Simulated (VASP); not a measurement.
# As (R-3m) in VASP: a series of runs

Runs on As. Level: PBE+D3(BJ). Tasks: single point, relaxation of shape and atoms at fixed volume.

Everything below comes from runs of VASP 6.6.1. Logs are shortened: lines on timing, memory, paths and dates and some standing lists are left out, and cuts for length are marked.

### 1 The cell of the first run

The structure is trigonal, space group R-3m (No. 166). Conventional cell: a = 3.762 Å, b = 3.762 Å, c = 10.542 Å, α = 90.00°, β = 90.00°, γ = 120.00°. Within 3.3 Å of As (site symmetry 3m) lie 6 As at 2.53 to 3.10 Å.

### 2 Single point, PBE+D3(BJ)

Contents of INCAR:

```
SYSTEM = As
PREC     = Accurate       ! precision mode
ENCUT    = 520            ! plane-wave cutoff, eV
EDIFF    = 1E-6           ! SCF threshold, eV
ISMEAR   = 0              ! smearing method
SIGMA    = 0.1            ! smearing width, eV
LREAL    = .FALSE.        ! projectors in reciprocal space
LASPH    = .TRUE.         ! aspherical terms in the spheres
NELM     = 60             ! most SCF steps
ALGO     = Normal         ! electronic algorithm
ISIF     = 2              ! what is computed and relaxed
LWAVE    = .FALSE.        ! write WAVECAR
LCHARG   = .TRUE.         ! write CHGCAR
GGA      = PE             ! functional
IVDW     = 12             ! dispersion correction
LELF     = .TRUE.         ! ELF
LVHAR    = .TRUE.       
NBANDS   = 12             ! bands
```

Contents of KPOINTS:

```
Automatic mesh
0
G
  15 15 15
  0 0 0
```

Contents of POSCAR:

```
As
1.0
    1.8807968987      1.0858785957      3.5140619945
   -1.8807968987      1.0858785957      3.5140619945
    0.0000000000     -2.1717571915      3.5140619945
As
2
Direct
    0.7716592459      0.7716592459      0.7716592459
    0.2283407541      0.2283407541      0.2283407541
```

Potentials or basis: VASP PAW PBE potentials, release 64 (As).

Command:

```bash
> cat potpaw_PBE.64/As/POTCAR > POTCAR
> mpirun -np 1 vasp_std > vasp.out
```

OUTCAR:

```text
SYSTEM = As
   PREC = Accurate
   ENCUT = 520
   EDIFF = 1E-6
   ISMEAR = 0
   LREAL = .FALSE.
   LASPH = .TRUE.
   NELM = 60
   ISIF = 2
   GGA = PE
   IVDW = 12
 IVDW          = 12

 ion  position               nearest neighbor table
   1  0.772  0.772  0.772-   2 2.53   2 2.53   2 2.53
   2  0.228  0.228  0.228-   1 2.53   1 2.53   1 2.53

  LATTYP: Found a trigonal (rhomboedric) cell.
 ALAT       =     4.1310000000
 COS(alpha) =     0.5854247172

  Lattice vectors:

 A1 = (   1.8807968987,   1.0858785957,   3.5140619945)
 A2 = (  -1.8807968987,   1.0858785957,   3.5140619945)
 A3 = (   0.0000000000,  -2.1717571915,   3.5140619945)

Analysis of symmetry for initial positions (statically):
=====================================================================
 Subroutine PRICEL returns:
 Original cell was already a primitive cell.

 Routine SETGRP: Setting up the symmetry group for a
 trigonal (rhombohedral) supercell.

 Subroutine GETGRP returns: Found 12 space group operations
 (whereof 12 operations were pure point group operations)
 out of a pool of 12 trial point group operations.

The static configuration has the point symmetry D_3d.

Analysis of symmetry for dynamics (positions and initial velocities):
=====================================================================
 Subroutine PRICEL returns:
 Original cell was already a primitive cell.

 Routine SETGRP: Setting up the symmetry group for a
 trigonal (rhombohedral) supercell.

 Subroutine GETGRP returns: Found 12 space group operations
 (whereof 12 operations were pure point group operations)
 out of a pool of 12 trial point group operations.

The dynamic configuration has the point symmetry D_3d.

 Subroutine INISYM returns: Found 12 space group operations
 (whereof 12 operations are pure point group operations),
 and found     1 'primitive' translations

----------------------------------------------------------------------------------------

                                     Primitive cell

  volume of cell :      43.0610

  direct lattice vectors                    reciprocal lattice vectors
     1.880796899  1.085878596  3.514061995     0.265844760  0.153485544  0.094856987
    -1.880796899  1.085878596  3.514061995    -0.265844760  0.153485544  0.094856987
     0.000000000 -2.171757191  3.514061995     0.000000000 -0.306971087  0.094856987

  length of vectors
     4.131000000  4.131000000  4.131000000     0.321292852  0.321292852  0.321292852

  position of ions in fractional coordinates (direct lattice)
     0.771659246  0.771659246  0.771659246
     0.228340754  0.228340754  0.228340754

  ion indices of the primitive-cell ions
   primitive index   ion index
                 1           1
                 2           2

----------------------------------------------------------------------------------------

 KPOINTS: Automatic mesh

Automatic generation of k-mesh.
 Grid dimensions read from file:
 generate k-points for:   15   15   15

 Generating k-lattice:

  Cartesian coordinates                     Fractional coordinates (reciprocal lattice)
     0.017722984  0.010232370  0.006323799     0.066666667  0.000000000  0.000000000
    -0.017722984  0.010232370  0.006323799     0.000000000  0.066666667  0.000000000
     0.000000000 -0.020464739  0.006323799     0.000000000  0.000000000  0.066666667

  Length of vectors
     0.021419523  0.021419523  0.021419523

  Shift w.r.t. Gamma in fractional coordinates (k-lattice)
     0.000000000  0.000000000  0.000000000

 Subroutine IBZKPT returns following result:
 ===========================================

 Found    344 irreducible k-points:

 Following reciprocal coordinates:
            Coordinates               Weight
  0.000000  0.000000  0.000000      1.000000
  0.066667  0.000000 -0.000000      6.000000
  0.133333 -0.000000  0.000000      6.000000
  0.200000  0.000000  0.000000      6.000000
  0.266667 -0.000000  0.000000      6.000000
  0.333333  0.000000 -0.000000      6.000000
[... 16 lines left out ...]
  0.133333  0.133333 -0.000000      6.000000
  0.200000  0.133333 -0.000000     12.000000
 [... further k-points ...]
   k-points           NKPTS =    344   k-points in BZ     NKDIM =    344   number of bands    NBANDS=     12
   number of dos      NEDOS =    301   number of ions     NIONS =      2
   total plane-waves  NPLWV =  32768
   dimension x,y,z NGX =    32 NGY =   32 NGZ =   32
   dimension x,y,z NGXF=    64 NGYF=   64 NGZF=   64
   ions per type =               2
   NGX,Y,Z   is equivalent  to a cutoff of  12.88, 12.88, 12.88 a.u.
   NGXF,Y,Z  is equivalent  to a cutoff of  25.76, 25.76, 25.76 a.u.
 SYSTEM =  As
   PREC   = accura    normal or accurate (medium, high low for compatibility)
   ISTART =      0    job   : 0-new  1-cont  2-samecut
   ICHARG =      2    charge: 1-file 2-atom 10-const
   ISPIN  =      1    spin polarized calculation?
   LNONCOLLINEAR =      F non collinear calculations
   LSORBIT =      F    spin-orbit coupling
   LASPH  =      T    aspherical Exc in radial PAW
   ENCUT  =  520.0 eV  38.22 Ry    6.18 a.u.   7.68  7.68  7.68*2*pi/ulx,y,z
   NELM   =     60;   NELMIN=  2; NELMDL= -5     # of ELM steps
   EDIFF  = 0.1E-05   stopping-criterion for ELM
   LREAL  =      F    real-space projection
   EDIFFG = 0.1E-04   stopping-criterion for IOM
   NSW    =      0    number of steps for IOM
   IBRION =     -1    ionic relax: 0-MD 1-quasi-New 2-CG
   NFREE  =      0    steps in history (QN), initial steepest desc. (CG)
   ISIF   =      2    stress and relaxation
   ISYM   =      2    0-nonsym 1-usesym 2-fastsym
   POTIM  = 0.5000    time-step for ionic-motion
   TEBEG  =    0.0;   TEEND  =   0.0 temperature during run
   PSTRESS=    0.0 pullay stress
   NELECT =      10.0000    total number of electrons
   NUPDOWN=      -1.0000    fix difference up-down
   EMIN   =  10.00;   EMAX   =-10.00  energy-range for DOS
   EFERMI =   0.00;   METHOD = LEGACY
   ISMEAR =     0;   SIGMA  =   0.10  broadening in eV -4-tet -1-fermi 0-gaus
   EFERMI_NEDOS =   21; number of points for ismear=-14 and -15
   IALGO  =     38    algorithm
   IMIX   =      4    mixing-type and parameters
     AMIX     =   0.40;   BMIX     =  1.00
     AMIX_MAG =   1.60;   BMIX_MAG =  1.00
  volume/ion in A,a.u.               =      21.53       145.29
  Fermi-wavevector in a.u.,A,eV,Ry     =   1.006268  1.901570 13.776916  1.012575
  Thomas-Fermi vector in A             =   2.138999
   LORBIT       =      0    0 simple, 1 ext, 2 COOP (PROOUT), +10 PAW based schemes
   GGA     = PE    functional components
   LHFCALC =     F    Hartree Fock is set to
   AEXX    =    0.0000 exact exchange contribution
   IVDW    =    12    specifies the selected vdW correction
   LEPSILON=     F    determine dielectric tensor
   LRPA    =     F    only Hartree local field effects (RPA)
 non-spin polarized calculation
 Gauss-broadening in eV      SIGMA  =   0.10
  energy-cutoff  :      520.00
  volume of cell :       43.06
 maximum number of plane-waves:      1172
   NGX = 15   NGY = 15   NGZ = 15

 number of electron      10.0000000 magnetization

 number of electron       9.9999999 magnetization

 Free energy of the ion-electron system (eV)
  ---------------------------------------------------
  ext. energy  EPLUGINS =         0.00000000
  ---------------------------------------------------
  free energy    TOTEN  =        -9.32496928 eV

  energy without entropy =       -9.32416176  energy(sigma->0) =       -9.32456552

 E-fermi :   5.5325     XC(G=0):  -9.9776

 val. band max:        5.4879212204   @ k =   0.3333   0.2000   0.2000
 cond. band min:       5.5370456656   @ k =   0.4000   0.0667   0.0667
 fundamental gap:      0.0491244452
 Fermi energy:         5.5324532333

 k-point     1 :       0.0000    0.0000    0.0000
  band No.  band energies     occupation
      1      -9.5279      2.00000
      2      -0.3897      2.00000
      3       2.8479      2.00000
      4       3.5327      2.00000
      5       3.5327      2.00000
      6       7.3118      0.00000
      7       8.4237      0.00000
      8       8.4237      0.00000
      9      12.2574      0.00000
     10      12.2574      0.00000
     11      12.5711      0.00000
     12      14.1344      0.00000

 k-point     2 :       0.0667    0.0000   -0.0000
  band No.  band energies     occupation
      1      -9.4682      2.00000
      2      -0.5978      2.00000
      3       2.8935      2.00000
      4       3.4771      2.00000
      5       3.4896      2.00000
      6       7.4347      0.00000
      7       8.2789      0.00000
      8       8.3613      0.00000
      9      11.8161      0.00000
     10      12.1798      0.00000
     11      12.2308      0.00000
     12      14.5624      0.00000

 k-point     3 :       0.1333   -0.0000    0.0000
  band No.  band energies     occupation
      1      -9.2899      2.00000
      2      -1.1621      2.00000
      3       2.8965      2.00000
      4       3.3749      2.00000
      5       3.4911      2.00000
      6       7.4981      0.00000
      7       8.0051      0.00000
      8       8.1533      0.00000
      9      11.2528      0.00000
     10      11.8889      0.00000
     11      12.2445      0.00000
     12      15.5532      0.00000
[... 286 lines left out ...]
 k-point    23 :       0.1333    0.1333   -0.0000
  band No.  band energies     occupation
      1      -9.2384      2.00000
      2      -1.2922      2.00000
      3       2.4229      2.00000
      4       3.0407      2.00000
      5       4.3155      2.00000
      6       6.8909      0.00000
      7       7.8237      0.00000
      8       8.8780      0.00000
      9      11.2837      0.00000
     10      12.3182      0.00000
     11      12.8934      0.00000
     12      14.7071      0.00000

 k-point    24 :       0.2000    0.1333   -0.0000
  band No.  band energies     occupation
      1      -9.0369      2.00000
      2      -1.7474      2.00000
      3       2.1377      2.00000
      4       2.8130      2.00000
      5       4.4611      2.00000
      6       6.6151      0.00000
      7       7.9735      0.00000
      8       8.8844      0.00000
      9      10.9602      0.00000
     10      12.5119      0.00000
     11      13.4244      0.00000
     12      14.9659      0.00000

 [... further k-points ...]

------------------------ aborting loop because EDIFF is reached ----------------------------------------

 Edisp (eV)   -0.83939

 E8    (eV) :    -0.3556

  FORCE on cell =-STRESS in cart. coord.  units (eV):
  Direction    XX          YY          ZZ          XY          YZ          ZX
  --------------------------------------------------------------------------------------
  -------------------------------------------------------------------------------------
  Total       0.05707     0.05707    -0.38645     0.00000     0.00000     0.00000
  in kB       2.12343     2.12343   -14.37863     0.00000     0.00000     0.00000
  external pressure =       -3.38 kB  Pullay stress =        0.00 kB

 VOLUME and BASIS-vectors are now :
 -----------------------------------------------------------------------------
  energy-cutoff  :      520.00
  volume of cell :       43.06
      direct lattice vectors                 reciprocal lattice vectors
     1.880796899  1.085878596  3.514061995     0.265844760  0.153485544  0.094856987
    -1.880796899  1.085878596  3.514061995    -0.265844760  0.153485544  0.094856987
     0.000000000 -2.171757191  3.514061995     0.000000000 -0.306971087  0.094856987

 POSITION                                       TOTAL-FORCE (eV/Angst)
 -----------------------------------------------------------------------------------
      0.00000     -0.00000      8.13498         0.000000      0.000000     -0.047327
      0.00000     -0.00000      2.40721         0.000000     -0.000000      0.047327
 -----------------------------------------------------------------------------------
    total drift:                                0.000000     -0.000000      0.000000

  FREE ENERGIE OF THE ION-ELECTRON SYSTEM (eV)
  ---------------------------------------------------
  free  energy   TOTEN  =       -10.1643637048 eV

  energy  without entropy=      -10.1635561841  energy(sigma->0) =      -10.16395994
```

Run time: 91 s. Hardware: 1 thread of Intel Xeon 6975P-C (Granite Rapids), shared host; peak memory 0.29 GiB.

What came out:

* Free energy: -10.1644 eV
* Pressure: -0.3 GPa
* Largest force: 0.047 eV/Å
* Band gap on the k mesh: zero (bands 5 and 6 overlap by 0.39 eV)
* Dispersion energy per atom: -0.420 eV

Forces on the atoms (eV/Å):
```
As   0.000  0.000 -0.047
As   0.000  0.000  0.047
```

Levels at points of the mesh, in eV from the Fermi level:
```tsv
k point	band 1	band 2	band 3	band 4	band 5	band 6	band 7	band 8	band 9	band 10
(0.00, 0.00, 0.00)	-15.06	-5.92	-2.68	-2.00	-2.00	1.78	2.89	2.89	6.72	6.72
```

(Continued in part 2 of 2.)
